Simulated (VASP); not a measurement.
# AlN (P6_3/mmc) in VASP: notebook

AlN is run at these levels: PBEsol; tasks: single point.

All numbers are computed with VASP 6.6.1; they aren't measurements. Logs are shortened: lines on timing, memory, paths and dates and some standing lists are left out, and cuts for length are marked.

### Step 1. The cell of the first run

It takes space group P6_3/mmc (No. 194, hexagonal). The conventional cell has a = 3.282 Å, b = 3.282 Å, c = 4.266 Å, α = 90.00°, β = 90.00°, γ = 120.00°. Within 2.5 Å of Al (site symmetry -6m2) lie 5 N at 1.89 to 2.13 Å. N (site symmetry -6m2) has 5 Al at 1.89 to 2.13 Å within 2.5 Å.

### Step 2. Single point, PBEsol

Contents of INCAR:

```
SYSTEM = AlN
PREC = Accurate ; ENCUT = 520
EDIFF = 1E-6 ; ISMEAR = 0
SIGMA = 0.05 ; LREAL = .False.
LASPH = .True. ; NELM = 60
ALGO = Normal ; ISIF = 2
LWAVE = .False. ; LCHARG = .True.
GGA = PS ; LELF = .True.
LVHAR = .True. ; NBANDS = 16
```

Contents of KPOINTS:

```
Automatic mesh
0
Gamma
  9 9 6
  0 0 0
```

Contents of POSCAR:

```
AlN
1.0
    3.2818000000      0.0000000000      0.0000000000
   -1.6409000000      2.8421221701      0.0000000000
    0.0000000000      0.0000000000      4.2655000000
Al N
2 2
Direct
    0.3333333333      0.6666666667      0.7500000000
    0.6666666667      0.3333333333      0.2500000000
    0.3333333333      0.6666666667      0.2500000000
    0.6666666667      0.3333333333      0.7500000000
```

Potentials or basis: VASP PAW PBE potentials, release 64 (Al, N).

Command:

```console
cat potpaw_PBE.64/Al/POTCAR potpaw_PBE.64/N/POTCAR > POTCAR
mpirun -np 1 vasp_std > vasp.out
```

OUTCAR:

```text
SYSTEM = AlN
   PREC = Accurate
   ENCUT = 520
   EDIFF = 1E-6
   ISMEAR = 0
   LREAL = .False.
   LASPH = .True.
   NELM = 60
   ISIF = 2
   GGA = PS

 ion  position               nearest neighbor table
   1  0.333  0.667  0.750-   4 1.89   4 1.89   4 1.89   3 2.13   3 2.13   2 2.85   2 2.85   2 2.85
                             2 2.85   2 2.85   2 2.85
   2  0.667  0.333  0.250-   3 1.89   3 1.89   3 1.89   4 2.13   4 2.13   1 2.85   1 2.85   1 2.85
                             1 2.85   1 2.85   1 2.85
   3  0.333  0.667  0.250-   2 1.89   2 1.89   2 1.89   1 2.13   1 2.13
   4  0.667  0.333  0.750-   1 1.89   1 1.89   1 1.89   2 2.13   2 2.13

  LATTYP: Found a hexagonal cell.
 ALAT       =     3.2818000000
 C/A-ratio  =     1.2997440429

  Lattice vectors:

 A1 = (   3.2818000000,   0.0000000000,   0.0000000000)
 A2 = (  -1.6409000000,   2.8421221701,   0.0000000000)
 A3 = (   0.0000000000,   0.0000000000,   4.2655000000)

Analysis of symmetry for initial positions (statically):
=====================================================================
 Subroutine PRICEL returns:
 Original cell was already a primitive cell.

 Routine SETGRP: Setting up the symmetry group for a
 hexagonal supercell.

 Subroutine GETGRP returns: Found 24 space group operations
 (whereof 12 operations were pure point group operations)
 out of a pool of 24 trial point group operations.

The static configuration has the point symmetry D_3d.
 The point group associated with its full space group is D_6h.

Analysis of symmetry for dynamics (positions and initial velocities):
=====================================================================
 Subroutine PRICEL returns:
 Original cell was already a primitive cell.

 Routine SETGRP: Setting up the symmetry group for a
 hexagonal supercell.

 Subroutine GETGRP returns: Found 24 space group operations
 (whereof 12 operations were pure point group operations)
 out of a pool of 24 trial point group operations.

The dynamic configuration has the point symmetry D_3d.
 The point group associated with its full space group is D_6h.

 Subroutine INISYM returns: Found 24 space group operations
 (whereof 12 operations are pure point group operations),
 and found     1 'primitive' translations

----------------------------------------------------------------------------------------

                                     Primitive cell

  volume of cell :      39.7855

  direct lattice vectors                    reciprocal lattice vectors
     3.281800000  0.000000000  0.000000000     0.304710829  0.175924879  0.000000000
    -1.640900000  2.842122170  0.000000000     0.000000000  0.351849759  0.000000000
     0.000000000  0.000000000  4.265500000     0.000000000  0.000000000  0.234439104

  length of vectors
     3.281800000  3.281800000  4.265500000     0.351849759  0.351849759  0.234439104

  position of ions in fractional coordinates (direct lattice)
     0.333333333  0.666666667  0.750000000
     0.666666667  0.333333333  0.250000000
     0.333333333  0.666666667  0.250000000
     0.666666667  0.333333333  0.750000000

  ion indices of the primitive-cell ions
   primitive index   ion index
                 1           1
                 2           2
                 3           3
                 4           4

----------------------------------------------------------------------------------------

 KPOINTS: Automatic mesh

Automatic generation of k-mesh.
 Grid dimensions read from file:
 generate k-points for:    9    9    6

 Generating k-lattice:

  Cartesian coordinates                     Fractional coordinates (reciprocal lattice)
     0.033856759  0.019547209  0.000000000     0.111111111 -0.000000000  0.000000000
     0.000000000  0.039094418  0.000000000     0.000000000  0.111111111  0.000000000
     0.000000000  0.000000000  0.039073184     0.000000000  0.000000000  0.166666667

  Length of vectors
     0.039094418  0.039094418  0.039073184

  Shift w.r.t. Gamma in fractional coordinates (k-lattice)
     0.000000000  0.000000000  0.000000000

 Subroutine IBZKPT returns following result:
 ===========================================

 Found     48 irreducible k-points:

 Following reciprocal coordinates:
            Coordinates               Weight
  0.000000  0.000000  0.000000      1.000000
  0.111111 -0.000000  0.000000      6.000000
  0.222222 -0.000000  0.000000      6.000000
  0.333333  0.000000  0.000000      6.000000
  0.444444 -0.000000  0.000000      6.000000
  0.111111  0.111111  0.000000      6.000000
[... 16 lines left out ...]
  0.333333  0.222222  0.166667     24.000000
  0.333333  0.333333  0.166667      4.000000
 [... further k-points ...]
   k-points           NKPTS =     48   k-points in BZ     NKDIM =     48   number of bands    NBANDS=     16
   number of dos      NEDOS =    301   number of ions     NIONS =      4
   total plane-waves  NPLWV =  18432
   dimension x,y,z NGX =    24 NGY =   24 NGZ =   32
   dimension x,y,z NGXF=    48 NGYF=   48 NGZF=   64
   ions per type =               2   2
   NGX,Y,Z   is equivalent  to a cutoff of  12.16, 12.16, 12.47 a.u.
   NGXF,Y,Z  is equivalent  to a cutoff of  24.32, 24.32, 24.94 a.u.
 SYSTEM =  AlN
   PREC   = accura    normal or accurate (medium, high low for compatibility)
   ISTART =      0    job   : 0-new  1-cont  2-samecut
   ICHARG =      2    charge: 1-file 2-atom 10-const
   ISPIN  =      1    spin polarized calculation?
   LNONCOLLINEAR =      F non collinear calculations
   LSORBIT =      F    spin-orbit coupling
   LASPH  =      T    aspherical Exc in radial PAW
   ENCUT  =  520.0 eV  38.22 Ry    6.18 a.u.   6.10  6.10  7.93*2*pi/ulx,y,z
   NELM   =     60;   NELMIN=  2; NELMDL= -5     # of ELM steps
   EDIFF  = 0.1E-05   stopping-criterion for ELM
   LREAL  =      F    real-space projection
   EDIFFG = 0.1E-04   stopping-criterion for IOM
   NSW    =      0    number of steps for IOM
   IBRION =     -1    ionic relax: 0-MD 1-quasi-New 2-CG
   NFREE  =      0    steps in history (QN), initial steepest desc. (CG)
   ISIF   =      2    stress and relaxation
   ISYM   =      2    0-nonsym 1-usesym 2-fastsym
   POTIM  = 0.5000    time-step for ionic-motion
   TEBEG  =    0.0;   TEEND  =   0.0 temperature during run
   PSTRESS=    0.0 pullay stress
   NELECT =      16.0000    total number of electrons
   NUPDOWN=      -1.0000    fix difference up-down
   EMIN   =  10.00;   EMAX   =-10.00  energy-range for DOS
   EFERMI =   0.00;   METHOD = LEGACY
   ISMEAR =     0;   SIGMA  =   0.05  broadening in eV -4-tet -1-fermi 0-gaus
   EFERMI_NEDOS =   21; number of points for ismear=-14 and -15
   IALGO  =     38    algorithm
   IMIX   =      4    mixing-type and parameters
     AMIX     =   0.40;   BMIX     =  1.00
     AMIX_MAG =   1.60;   BMIX_MAG =  1.00
  volume/ion in A,a.u.               =       9.95        67.12
  Fermi-wavevector in a.u.,A,eV,Ry     =   1.208388  2.283523 19.867263  1.460203
  Thomas-Fermi vector in A             =   2.343998
   LORBIT       =      0    0 simple, 1 ext, 2 COOP (PROOUT), +10 PAW based schemes
   GGA     = PS    functional components
   LHFCALC =     F    Hartree Fock is set to
   AEXX    =    0.0000 exact exchange contribution
   IVDW    =     0    specifies the selected vdW correction
   LEPSILON=     F    determine dielectric tensor
   LRPA    =     F    only Hartree local field effects (RPA)
 non-spin polarized calculation
 Gauss-broadening in eV      SIGMA  =   0.05
  energy-cutoff  :      520.00
  volume of cell :       39.79
 maximum number of plane-waves:      1090
   NGX = 13   NGY = 13   NGZ = 15

 number of electron      15.9999998 magnetization

 Free energy of the ion-electron system (eV)
  ---------------------------------------------------
  ext. energy  EPLUGINS =         0.00000000
  ---------------------------------------------------
  free energy    TOTEN  =       -30.92236975 eV

  energy without entropy =      -30.92236975  energy(sigma->0) =      -30.92236975

 E-fermi :   8.1934     XC(G=0): -11.3553

 val. band max:        7.9621054494   @ k =   0.0000   0.0000   0.0000
 cond. band min:      11.0799054173   @ k =   0.0000   0.0000   0.0000
 fundamental gap:      3.1177999679
 Fermi energy:         8.1934156405

 k-point     1 :       0.0000    0.0000    0.0000
  band No.  band energies     occupation
      1      -8.8908      2.00000
      2      -5.3700      2.00000
      3       0.8932      2.00000
      4       4.6651      2.00000
      5       4.6651      2.00000
      6       6.1938      2.00000
[... 8 lines left out ...]
     15      19.3454      0.00000
     16      19.8375      0.00000

 k-point     2 :       0.1111   -0.0000    0.0000
  band No.  band energies     occupation
      1      -8.7464      2.00000
      2      -5.3526      2.00000
      3       1.0506      2.00000
      4       4.1314      2.00000
      5       4.4648      2.00000
      6       5.6812      2.00000
[... 8 lines left out ...]
     15      19.2222      0.00000
     16      19.3759      0.00000

 k-point     3 :       0.2222   -0.0000    0.0000
  band No.  band energies     occupation
      1      -8.3323      2.00000
      2      -5.3478      2.00000
      3       1.5100      2.00000
      4       2.9829      2.00000
      5       4.0565      2.00000
      6       4.7358      2.00000
[... 8 lines left out ...]
     15      18.2194      0.00000
     16      19.9652      0.00000

 k-point     4 :       0.3333    0.0000    0.0000
  band No.  band energies     occupation
      1      -7.7192      2.00000
      2      -5.4766      2.00000
      3       1.9241      2.00000
      4       2.2183      2.00000
      5       3.6858      2.00000
      6       3.8974      2.00000
[... 8 lines left out ...]
     15      19.3506      0.00000
     16      20.3131      0.00000
[... 324 lines left out ...]
 k-point    22 :       0.2222    0.2222    0.1667
  band No.  band energies     occupation
      1      -7.2614      2.00000
      2      -5.6854      2.00000
      3       1.6058      2.00000
      4       1.9382      2.00000
      5       3.6022      2.00000
      6       4.0185      2.00000
[... 8 lines left out ...]
     15      19.5422      0.00000
     16      20.9099      0.00000

 k-point    23 :       0.3333    0.2222    0.1667
  band No.  band energies     occupation
      1      -6.7051      2.00000
      2      -5.9264      2.00000
      3       1.2774      2.00000
      4       2.0719      2.00000
      5       2.8008      2.00000
      6       4.5614      2.00000
[... 8 lines left out ...]
     15      19.3339      0.00000
     16      21.0140      0.00000

 k-point    24 :       0.3333    0.3333    0.1667
  band No.  band energies     occupation
      1      -6.2569      2.00000
      2      -6.2569      2.00000
      3       1.3035      2.00000
      4       2.2730      2.00000
      5       2.2730      2.00000
      6       4.6361      2.00000
[... 8 lines left out ...]
     15      18.8888      0.00000
     16      20.7479      0.00000

 [... further k-points ...]

------------------------ aborting loop because EDIFF is reached ----------------------------------------

  FORCE on cell =-STRESS in cart. coord.  units (eV):
  Direction    XX          YY          ZZ          XY          YZ          ZX
  --------------------------------------------------------------------------------------
  -------------------------------------------------------------------------------------
  Total       -0.1367578     -0.1367578     -1.5740954      0.0000000     -0.0000000     -0.0000000
  in kB       -5.5072887     -5.5072887    -63.3894283      0.0000000     -0.0000000     -0.0000000
  external PRESSURE =     -24.8013352 kB  Pullay stress =       0.0000000 kB

 VOLUME and BASIS-vectors are now :
 -----------------------------------------------------------------------------
  energy-cutoff  :      520.00
  volume of cell :       39.79
      direct lattice vectors                 reciprocal lattice vectors
     3.281800000  0.000000000  0.000000000     0.304710829  0.175924879  0.000000000
    -1.640900000  2.842122170  0.000000000     0.000000000  0.351849759  0.000000000
     0.000000000  0.000000000  4.265500000     0.000000000  0.000000000  0.234439104

 POSITION                                       TOTAL-FORCE (eV/Angst)
 -----------------------------------------------------------------------------------
     -0.00000      1.89475      3.19913        -0.000000     -0.000000      0.000000
      1.64090      0.94737      1.06638         0.000000     -0.000000      0.000000
     -0.00000      1.89475      1.06638        -0.000000      0.000000      0.000000
      1.64090      0.94737      3.19913        -0.000000     -0.000000      0.000000
 -----------------------------------------------------------------------------------
    total drift:                               -0.000000      0.000000     -0.000000

  FREE ENERGIE OF THE ION-ELECTRON SYSTEM (eV)
  ---------------------------------------------------
  free  energy   TOTEN  =       -30.9223697457 eV

  energy  without entropy=      -30.9223697457  energy(sigma->0) =      -30.92236975
```

It took 18 s on 1 thread of Intel Xeon 6975P-C, shared host; peak memory 0.16 GiB.

What came out:

```
Free energy            : -30.9224 eV
Pressure               : -2.5 GPa
Band gap on the k mesh : 3.12 eV, direct
```

Stress tensor (GPa, compression positive):
```
-0.55  0.00  0.00
 0.00 -0.55  0.00
 0.00  0.00 -6.34
```

Caveat: the PAW data sets were made with another functional, which shifts forces and pressure a little. As with any semilocal functional, this PBEsol gap is likely too small.

### Step 3. Single point, PBEsol

This run uses another cell than the first one, of 10.03 Å³/atom, 1.008 times its volume.

Contents of INCAR:

```
PREC = Accurate
ENCUT = 520
EDIFF = 1E-6
ISMEAR = 0
SIGMA = 0.05
LREAL = F
LASPH = T
NELM = 100
ALGO = Normal
ISIF = 2
LWAVE = F
LCHARG = F
GGA = PS
NBANDS = 16
```

Contents of KPOINTS:

```
regular mesh
0
Gamma
  9 9 6
```

Contents of POSCAR:

```
AlN
1.0
    3.3610000000      0.0000000000      0.0000000000
   -1.6805000000      2.9107113821      0.0000000000
    0.0000000000      0.0000000000      4.0998000000
Al N
2 2
Direct
    0.3333333333      0.6666666667      0.7500000000
    0.6666666667      0.3333333333      0.2500000000
    0.3333333333      0.6666666667      0.2500000000
    0.6666666667      0.3333333333      0.7500000000
```

Potentials or basis: VASP PAW PBE potentials, release 64 (Al, N).

Command:

```console
cat potpaw_PBE.64/Al/POTCAR potpaw_PBE.64/N/POTCAR > POTCAR
mpirun -np 1 vasp_std > vasp.out
```

It took 27 s on 1 thread of Intel Xeon 6975P-C, shared host; peak memory 0.17 GiB.

Results (log left out):

- Free energy: -30.9135 eV
- Pressure: -5.7 GPa
- Band gap on the k mesh: 3.23 eV, direct

Stress tensor (GPa, compression positive):
```
-7.63  0.00  0.00
 0.00 -7.63  0.00
 0.00  0.00 -1.78
```

Levels at points of the mesh, in eV from the valence-band top:
```csv
k point,band 6,band 7,band 8,band 9,band 10,band 11
"(0.00, 0.00, 0.00)",-1.38,-1.38,0.00,3.23,4.30,8.05
"(0.00, 0.00, 0.50)",-2.34,-2.34,-2.34,5.64,5.64,8.19
```

Caveat: the PAW data sets were made with another functional, which shifts forces and pressure a little. Expect the measured gap to be larger: semilocal functionals such as PBEsol lack the derivative discontinuity.
